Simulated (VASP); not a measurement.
# InGa2As3 (Cmc2_1) in VASP: further runs

The runs below take InGa2As3 through single point, relaxation of cell and atoms, with PBE.

Program: VASP 6.6.1. These are calculated values, not measurements. Logs are shortened: lines on timing, memory, paths and dates and some standing lists are left out, and cuts for length are marked.

### 1 The cell of the first run

Symmetry: Cmc2_1, No. 36, orthorhombic system. The conventional cell has a = 12.448 Å, b = 7.188 Å, c = 6.820 Å, α = 90.00°, β = 90.00°, γ = 90.00°. Within 3.5 Å of In (site symmetry m) lie 4 As at 2.67 Å. Within 3.3 Å of Ga (site symmetry 1) lie 4 As at 2.48 to 2.50 Å. As (site symmetry 1) has 3 Ga at 2.49 to 2.50 Å and 1 In at 2.67 Å within 3.3 Å. As (site symmetry m) has 2 Ga at 2.48 Å and 2 In at 2.67 Å within 3.3 Å.

### 2 Single point, PBE

The input, INCAR:

```
ALGO     = Normal         # electronic algorithm
EDIFF    = 1E-6           # SCF threshold, eV
ENCUT    = 500            # plane-wave cutoff, eV
GGA      = PE             # functional
GGA_COMPAT= F            
ISIF     = 2              # what is computed and relaxed
ISMEAR   = 0              # smearing method
LASPH    = T              # aspherical terms in the spheres
LCHARG   = T              # write CHGCAR
LELF     = T              # ELF
LREAL    = F              # projectors in reciprocal space
LVHAR    = T            
LWAVE    = F              # write WAVECAR
NBANDS   = 66             # bands
NELM     = 120            # most SCF steps
PREC     = Accurate       # precision mode
SIGMA    = 0.1            # smearing width, eV
```

The input, KPOINTS:

```
k-points
0
Gamma
  4 4 4
```

The input, POSCAR:

```
InGa2As3
1.0
    6.2239872442     -3.5939818356      0.0000000000
    6.2239872442      3.5939818356      0.0000000000
    0.0000000000      0.0000000000      6.8196428918
In Ga As
2 4 6
Direct
    0.3286512941      0.6713487059      0.9944080013
    0.6713487059      0.3286512941      0.4944080013
    0.0058546135      0.3327716203      0.9936805151
    0.6672283797      0.9941453865      0.9936805151
    0.9941453865      0.6672283797      0.4936805151
    0.3327716203      0.0058546135      0.4936805151
    0.0174248788      0.3341376669      0.3605418770
    0.6658623331      0.9825751212      0.3605418770
    0.9825751212      0.6658623331      0.8605418770
    0.3341376669      0.0174248788      0.8605418770
    0.3149128818      0.6850871182      0.3851482145
    0.6850871182      0.3149128818      0.8851482145
```

Potentials or basis: VASP PAW PBE potentials, release 64 (In_d, Ga_d, As).

Run with:

```console
$ cat potpaw_PBE.64/In_d/POTCAR potpaw_PBE.64/Ga_d/POTCAR potpaw_PBE.64/As/POTCAR > POTCAR
$ mpirun -np 1 vasp_std > vasp.out
```

OUTCAR:

```text
EDIFF = 1E-6
   ENCUT = 500
   GGA = PE
   ISIF = 2
   ISMEAR = 0
   LASPH = T
   LREAL = F
   NELM = 120
   PREC = Accurate

 ion  position               nearest neighbor table
   1  0.329  0.671  0.994-  11 2.67  12 2.67   9 2.67  10 2.67
   2  0.671  0.329  0.494-  12 2.67  11 2.67   7 2.67   8 2.67
   3  0.006  0.333  0.994-  12 2.48  10 2.49   9 2.49   7 2.50
   4  0.667  0.994  0.994-  12 2.48   9 2.49  10 2.49   8 2.50
   5  0.994  0.667  0.494-  11 2.48   8 2.49   7 2.49   9 2.50
   6  0.333  0.006  0.494-  11 2.48   7 2.49   8 2.49  10 2.50
   7  0.017  0.334  0.361-   6 2.49   5 2.49   3 2.50   2 2.67
   8  0.666  0.983  0.361-   5 2.49   6 2.49   4 2.50   2 2.67
   9  0.983  0.666  0.861-   4 2.49   3 2.49   5 2.50   1 2.67
  10  0.334  0.017  0.861-   3 2.49   4 2.49   6 2.50   1 2.67
  11  0.315  0.685  0.385-   5 2.48   6 2.48   1 2.67   2 2.67
  12  0.685  0.315  0.885-   3 2.48   4 2.48   2 2.67   1 2.67

  LATTYP: Found a base centered orthorhombic cell.
 ALAT       =     7.1879636712
 B/A-ratio  =     1.7317803842
 C/A-ratio  =     0.9487586754

  Lattice vectors:

 A1 = (  -6.2239872442,  -3.5939818356,   0.0000000000)
 A2 = (   6.2239872442,  -3.5939818356,   0.0000000000)
 A3 = (   0.0000000000,   0.0000000000,   6.8196428918)

Analysis of symmetry for initial positions (statically):
=====================================================================
 Subroutine PRICEL returns:
 Original cell was already a primitive cell.

 Routine SETGRP: Setting up the symmetry group for a
 base centered orthorhombic supercell.

 Subroutine GETGRP returns: Found  4 space group operations
 (whereof  2 operations were pure point group operations)
 out of a pool of  8 trial point group operations.

The static configuration has the point symmetry C_1h.
 The point group associated with its full space group is C_2v.

Analysis of symmetry for dynamics (positions and initial velocities):
=====================================================================
 Subroutine PRICEL returns:
 Original cell was already a primitive cell.

 Routine SETGRP: Setting up the symmetry group for a
 base centered orthorhombic supercell.

 Subroutine GETGRP returns: Found  4 space group operations
 (whereof  2 operations were pure point group operations)
 out of a pool of  8 trial point group operations.
[... 126 lines left out ...]
   POTIM  = 0.5000    time-step for ionic-motion
   TEBEG  =    0.0;   TEEND  =   0.0 temperature during run
   PSTRESS=    0.0 pullay stress
   NELECT =     108.0000    total number of electrons
   NUPDOWN=      -1.0000    fix difference up-down
   EMIN   =  10.00;   EMAX   =-10.00  energy-range for DOS
   EFERMI =   0.00;   METHOD = LEGACY
   ISMEAR =     0;   SIGMA  =   0.10  broadening in eV -4-tet -1-fermi 0-gaus
   EFERMI_NEDOS =   21; number of points for ismear=-14 and -15
   IALGO  =     38    algorithm
   IMIX   =      4    mixing-type and parameters
     AMIX     =   0.40;   BMIX     =  1.00
     AMIX_MAG =   1.60;   BMIX_MAG =  1.00
  volume/ion in A,a.u.               =      25.42       171.57
  Fermi-wavevector in a.u.,A,eV,Ry     =   1.158077  2.188448 18.247342  1.341142
  Thomas-Fermi vector in A             =   2.294682
   LORBIT       =      0    0 simple, 1 ext, 2 COOP (PROOUT), +10 PAW based schemes
   GGA     = PE    functional components
   LHFCALC =     F    Hartree Fock is set to
   AEXX    =    0.0000 exact exchange contribution
   IVDW    =     0    specifies the selected vdW correction
   LEPSILON=     F    determine dielectric tensor
   LRPA    =     F    only Hartree local field effects (RPA)
 non-spin polarized calculation
 Gauss-broadening in eV      SIGMA  =   0.10
  energy-cutoff  :      500.00
  volume of cell :      305.10
 maximum number of plane-waves:      7779
 NGX is ok and might be reduce to    54
   NGX = 27   NGY = 27   NGZ = 25

 number of electron     108.0000006 magnetization

 Free energy of the ion-electron system (eV)
  ---------------------------------------------------
  ext. energy  EPLUGINS =         0.00000000
  ---------------------------------------------------
  free energy    TOTEN  =       -48.33421607 eV

  energy without entropy =      -48.33183431  energy(sigma->0) =      -48.33302519

 E-fermi :   3.7963     XC(G=0):  -9.2009

 val. band max:        3.7796266935   @ k =   0.0000   0.0000   0.0000
 cond. band min:       4.3722203613   @ k =   0.0000   0.0000   0.0000
 fundamental gap:      0.5925936678
 Fermi energy:         3.7962969653

 k-point     1 :       0.0000    0.0000    0.0000
  band No.  band energies     occupation
      1     -11.0566      2.00000
      2     -11.0562      2.00000
      3     -11.0550      2.00000
      4     -11.0450      2.00000
      5     -11.0216      2.00000
      6     -10.9892      2.00000
[... 1438 lines left out ...]
     65       7.7394      0.00000
     66       7.7394      0.00000

------------------------ aborting loop because EDIFF is reached ----------------------------------------

  FORCE on cell =-STRESS in cart. coord.  units (eV):
  Direction    XX          YY          ZZ          XY          YZ          ZX
  --------------------------------------------------------------------------------------
  -------------------------------------------------------------------------------------
  Total        0.5811755      0.6215440      0.7344788      0.0000000      0.0000000      0.0000000
  in kB        3.0519797      3.2639710      3.8570354      0.0000000      0.0000000      0.0000000
  external PRESSURE =       3.3909953 kB  Pullay stress =       0.0000000 kB

 VOLUME and BASIS-vectors are now :
 -----------------------------------------------------------------------------
  energy-cutoff  :      500.00
  volume of cell :      305.10
      direct lattice vectors                 reciprocal lattice vectors
     6.223987244 -3.593981836  0.000000000     0.080334355 -0.139121460  0.000000000
     6.223987244  3.593981836  0.000000000     0.080334355  0.139121460  0.000000000
     0.000000000  0.000000000  6.819642892     0.000000000  0.000000000  0.146635244

 POSITION                                       TOTAL-FORCE (eV/Angst)
 -----------------------------------------------------------------------------------
      6.22399      1.23165      6.78151        -0.000000     -0.001290      0.003548
      6.22399     -1.23165      3.37169        -0.000000      0.001290      0.003548
      2.10761      1.17493      6.77655        -0.003237      0.001213      0.007632
     10.34037      1.17493      6.77655         0.003237      0.001213      0.007632
     10.34037     -1.17493      3.36672         0.003237     -0.001213      0.007632
      2.10761     -1.17493      3.36672        -0.003237     -0.001213      0.007632
      2.18812      1.13826      2.45877        -0.005634      0.002452     -0.007351
     10.25985      1.13826      2.45877         0.005634      0.002452     -0.007351
     10.25985     -1.13826      5.86859         0.005634     -0.002452     -0.007351
      2.18812     -1.13826      5.86859        -0.005634     -0.002452     -0.007351
      6.22399      1.33040      2.62657        -0.000000     -0.003956     -0.004110
      6.22399     -1.33040      6.03639        -0.000000      0.003956     -0.004110
 -----------------------------------------------------------------------------------
    total drift:                                0.000000     -0.000000      0.000410

  FREE ENERGIE OF THE ION-ELECTRON SYSTEM (eV)
  ---------------------------------------------------
  free  energy   TOTEN  =       -48.3342160730 eV

  energy  without entropy=      -48.3318343062  energy(sigma->0) =      -48.33302519
```

stdout:

```text
POSCAR found type information on POSCAR InGaAs
 POSCAR found :  3 types and      12 ions
 scaLAPACK will be used
 LDA part: xc-table for (Slater+PW92), standard interpolation
 POSCAR, INCAR and KPOINTS ok, starting setup
 FFT: planning ... GRIDC
 FFT: planning ... GRID_SOFT
 FFT: planning ... GRID
 WAVECAR not read
 entering main loop
```

Run time: 9.7 min. Hardware: 1 thread of Intel Xeon Platinum 8488C (Sapphire Rapids), shared host; peak memory 0.55 GiB.

What came out:

| Quantity | Value |
| --- | --- |
| Free energy | -48.3342 eV |
| Pressure | 0.3 GPa |
| Largest force | 0.010 eV/Å |

Forces on the atoms (eV/Å):
```
In   0.000 -0.001  0.004
In   0.000  0.001  0.004
Ga  -0.003  0.001  0.008
Ga   0.003  0.001  0.008
Ga   0.003 -0.001  0.008
Ga  -0.003 -0.001  0.008
As  -0.006  0.002 -0.007
As   0.006  0.002 -0.007
As   0.006 -0.002 -0.007
As  -0.006 -0.002 -0.007
As   0.000 -0.004 -0.004
As   0.000  0.004 -0.004
```

Caveat: spin-orbit coupling is left out, which moves the levels of the heavy elements.

### 3 Relaxation of cell and atoms, PBE

This run uses another cell than the first one, of 19.87 Å³/atom.

The input, INCAR:

```
SYSTEM = InGa2As3
PREC = Accurate
ENCUT = 500
EDIFF = 1E-7
ISMEAR = 0
SIGMA = 0.1
LREAL = .FALSE.
LASPH = .TRUE.
NELM = 120
ALGO = Normal
ISIF = 3
LWAVE = .FALSE.
LCHARG = .FALSE.
GGA = PE
IBRION = 2
NSW = 80
EDIFFG = -0.05
GGA_COMPAT = .FALSE.
NELMIN = 4
```

The input, KPOINTS:

```
regular mesh
0
G
  4 4 4
  0 0 0
```

The input, POSCAR:

```
InGa2As3
1.0
    5.7673368069     -3.3267759550      0.0000000000
    5.7673368069      3.3267759550      0.0000000000
    0.0000000000      0.0000000000      6.2134587772
In Ga As
2 4 6
Direct
    0.3253743407      0.6746256593      0.9897954410
    0.6746256593      0.3253743407      0.4897954410
    0.0070223906      0.3338071183      0.9925887728
    0.6661928817      0.9929776094      0.9925887728
    0.9929776094      0.6661928817      0.4925887728
    0.3338071183      0.0070223906      0.4925887728
    0.0264035200      0.3337100341      0.3590241573
    0.6662899659      0.9735964800      0.3590241573
    0.9735964800      0.6662899659      0.8590241573
    0.3337100341      0.0264035200      0.8590241573
    0.3077705045      0.6922294955      0.3949796987
    0.6922294955      0.3077705045      0.8949796987
```

Potentials or basis: VASP PAW PBE potentials, release 64 (In_d, Ga_d, As).

Run with:

```console
$ cat potpaw_PBE.64/In_d/POTCAR potpaw_PBE.64/Ga_d/POTCAR potpaw_PBE.64/As/POTCAR > POTCAR
$ mpirun -np 1 vasp_std > vasp.out
```

Run time: 47 min. Hardware: 1 thread of Intel Xeon Platinum 8488C (Sapphire Rapids), shared host; peak memory 0.52 GiB.

It converged, with:

| Quantity | Value |
| --- | --- |
| Free energy | -48.3125 eV |
| Relaxed volume | 25.54 Å³/atom |
| Relaxed cell | a = 7.193 Å, b = 7.193 Å, c = 6.837 Å, α = 90.00°, β = 90.00°, γ = 60.06° |
| Space group after relaxing (to 0.1 Å) | Cmc2_1 (No. 36) |
| Energy gained by relaxing | 364.5 meV/atom |
| Ionic steps | 9 |
| Pressure after relaxing | 0.0 GPa |
| Largest force after relaxing | 0.023 eV/Å |

Forces in eV/Å, atoms in the order of the input:
```
In   0.000 -0.019 -0.003
In   0.000  0.019 -0.003
Ga  -0.013  0.012 -0.014
Ga   0.013  0.012 -0.014
Ga   0.013 -0.012 -0.014
Ga  -0.013 -0.012 -0.014
As  -0.001  0.008  0.007
As   0.001  0.008  0.007
As   0.001 -0.008  0.007
As  -0.001 -0.008  0.007
As   0.000  0.015  0.016
As   0.000 -0.015  0.016
```

Step by step:
```tsv
step	energy change (eV)	largest force (eV/Å)	pressure (GPa)	volume (Å³)
1	0.0000	0.8276	25.32	238.43
2	-2.9550	0.2897	-6.49	364.00
3	-4.3076	0.4369	-0.06	306.69
4	-4.3067	0.4321	-0.32	308.17
5	-4.3407	0.3097	-0.28	307.94
6	-4.3686	0.1087	-0.16	307.42
7	-4.3721	0.0805	0.12	305.90
8	-4.3726	0.0513	0.04	306.30
9	-4.3735	0.0226	0.00	306.52
```

Final structure:
```cif
data_structure
_symmetry_space_group_name_H-M 'P 1'
_symmetry_Int_Tables_number 1
_cell_length_a 7.1931
_cell_length_b 7.1931
_cell_length_c 6.8367
_cell_angle_alpha 90.000
_cell_angle_beta 90.000
_cell_angle_gamma 60.059
_cell_volume 306.52
loop_
_atom_site_label
_atom_site_type_symbol
_atom_site_fract_x
_atom_site_fract_y
_atom_site_fract_z
_atom_site_occupancy
In1 In 0.32737 0.67263 0.99457 1
In2 In 0.67263 0.32737 0.49457 1
Ga1 Ga 0.00536 0.33331 0.99397 1
Ga2 Ga 0.66669 0.99464 0.99397 1
Ga3 Ga 0.99464 0.66669 0.49397 1
Ga4 Ga 0.33331 0.00536 0.49397 1
As1 As 0.01825 0.33338 0.36031 1
As2 As 0.66662 0.98175 0.36031 1
As3 As 0.98175 0.66662 0.86031 1
As4 As 0.33338 0.01825 0.86031 1
As5 As 0.31615 0.68385 0.38487 1
As6 As 0.68385 0.31615 0.88487 1
```

Levels at points of the mesh, in eV from the Fermi level:
| k point | band 50 | band 51 | band 52 | band 53 | band 54 | band 55 | band 56 | band 57 | band 58 | band 59 |
| --- | --- | --- | --- | --- | --- | --- | --- | --- | --- | --- |
| (0.00, 0.00, 0.00) | -1.10 | -1.08 | -0.22 | -0.08 | -0.02 | -0.01 | 0.59 | 2.43 | 2.44 | 3.54 |
| (0.50, 0.00, 0.00) | -1.21 | -1.12 | -1.09 | -1.02 | -0.99 | 1.40 | 2.02 | 2.37 | 2.53 | 2.79 |
| (0.50, 0.50, 0.00) | -1.25 | -1.17 | -1.09 | -1.00 | -0.91 | 1.41 | 2.04 | 2.25 | 2.67 | 2.69 |
| (0.00, 0.00, 0.50) | -1.34 | -0.63 | -0.63 | -0.62 | -0.62 | 1.23 | 1.23 | 1.84 | 1.84 | 2.14 |
| (0.50, 0.00, 0.50) | -1.90 | -1.72 | -1.72 | -1.62 | -1.62 | 1.28 | 1.28 | 2.49 | 2.49 | 2.70 |
| (0.50, 0.50, 0.50) | -1.95 | -1.74 | -1.74 | -1.65 | -1.65 | 1.29 | 1.29 | 2.54 | 2.54 | 2.63 |

Caveat: the volume moved by over 15 % at a fixed basis, so the end points are rough; spin-orbit coupling is left out, which moves the levels of the heavy elements; the relaxation stopped at a loose force limit of 0.05 eV/Å, so its end isn't a converged minimum.
